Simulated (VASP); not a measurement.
Runs of VASP 6.6.1 on Li2Se. The structure is that of space group Fm-3m (No. 225), or close to it. The cells are those of the table. 

| cell | k mesh | smearing | gap on the mesh (eV) | pressure (GPa) |
| --- | --- | --- | --- | --- |
| a = 4.303 Å, angles 60.0°, 3 atoms | 10 × 10 × 10 | gaussian 0.05 eV | 3.00 | (a) |
| a = 4.247 Å, angles 60.0°, 3 atoms | 15 × 15 × 15 | gaussian 0.05 eV | 3.00 | -0.1 |
| a = 4.260 Å, angles 60.0°, 3 atoms | 10 × 10 × 10 | gaussian 0.05 eV | 2.98 | -0.4 |
| a = 4.247 Å, angles 60.0°, 3 atoms | 10 × 10 × 10 | gaussian 0.005 eV | 2.98 | -0.1 |
| a = 4.190 Å, angles 60.0°, 3 atoms | 10 × 10 × 10 | gaussian 0.05 eV | 2.94 | 1.4 |

Alike in all rows: task single point; level PBE; potentials or basis VASP PAW PBE potentials, release 64 (Li_sv, Se); no spin polarisation; cutoff (eV) 750.

**Question.** Fill in the values left out.

**Answer.** (a) -1.3.

Caveats: an odd mesh through Γ misses points on the zone boundary, where band edges can lie (at least some runs).

A k mesh can miss the band edges, and the runs leave out spin-orbit coupling on Se.
